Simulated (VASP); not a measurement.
Write the native input for VASP 6.6.1 that does the following.

| Property | Result |
| --- | --- |
| Task | single point |
| Functional | PBE |
| Potentials or basis | VASP PAW PBE potentials, release 64 (Cd, Ag, F) |
| Cutoff | 520 eV |
| k mesh | 4 × 4 × 4 |
| Occupations | gaussian, width 0.1 eV |
| Spin | collinear spin |
| Starting moments | [0.0, 1.0, 1.0, 0.0, 0.0, 0.0, 0.0, 0.0, 0.0] μB |
| Dipole correction | no |
| Further INCAR settings | ALGO = Normal; EDIFF = 1e-06; NBANDS = 52 |

The structure of CdAg2F6 lies in POSCAR:

```
CdAg2F6
1.0
    0.0000000000      4.0283893800      4.0283893800
    4.0283893800      0.0000000000      4.0283893800
    4.0283893800      4.0283893800      0.0000000000
Cd Ag F
1 2 6
Direct
    0.0000000000      0.0000000000      0.0000000000
    0.2500000000      0.2500000000      0.2500000000
    0.7500000000      0.7500000000      0.7500000000
    0.7500000000      0.2500000000      0.2500000000
    0.2500000000      0.7500000000      0.7500000000
    0.2500000000      0.7500000000      0.2500000000
    0.7500000000      0.2500000000      0.7500000000
    0.2500000000      0.2500000000      0.7500000000
    0.7500000000      0.7500000000      0.2500000000
```

This cell differs from its parent crystal: atoms taken out.

These files were run (other wordings do the same):

INCAR

```
SYSTEM = CdAg2F6
ALGO     = Normal         ! electronic algorithm
EDIFF    = 1E-6           ! SCF threshold, eV
ENCUT    = 520            ! plane-wave cutoff, eV
GGA      = PE             ! functional
ISIF     = 2              ! what is computed and relaxed
ISMEAR   = 0              ! smearing method
ISPIN    = 2              ! spin polarisation
LASPH    = .True.         ! aspherical terms in the spheres
LCHARG   = .True.         ! write CHGCAR
LELF     = .True.         ! ELF
LMAXMIX  = 4              ! l up to which the mixer works
LORBIT   = 11             ! projections on sites
LREAL    = .False.        ! projectors in reciprocal space
LVHAR    = .True.       
LWAVE    = .False.        ! write WAVECAR
MAGMOM   = 0 1 1 0 0 0 0 0 0 ! initial moments
NBANDS   = 52             ! bands
NELM     = 150            ! most SCF steps
PREC     = Accurate       ! precision mode
SIGMA    = 0.1            ! smearing width, eV
```

KPOINTS

```
k-points
0
Gamma
  4 4 4
  0 0 0
```

Potentials or basis: VASP PAW PBE potentials, release 64 (Cd, Ag, F).

Command:

```sh
$ cat potpaw_PBE.64/Cd/POTCAR potpaw_PBE.64/Ag/POTCAR potpaw_PBE.64/F/POTCAR > POTCAR
$ mpirun -np 1 vasp_std > vasp.out
```

Results of the run:

| Quantity | Value |
| --- | --- |
| Pressure | 4.8 GPa |
| Band gap on the k mesh | zero (filled and empty bands overlap) |
| Net moment | 0.00 μB per cell |
| Valence electrons inside the program's atomic spheres | Cd 10.35; Ag 9.49; F 6.01 |

Caveat: the cell differs from its parent crystal (atoms taken out); the cell stands under pressure.

It took 2.7 min on 1 thread of Oxide Virtual Turin-like Processor (shared host), peak memory 0.33 GiB.
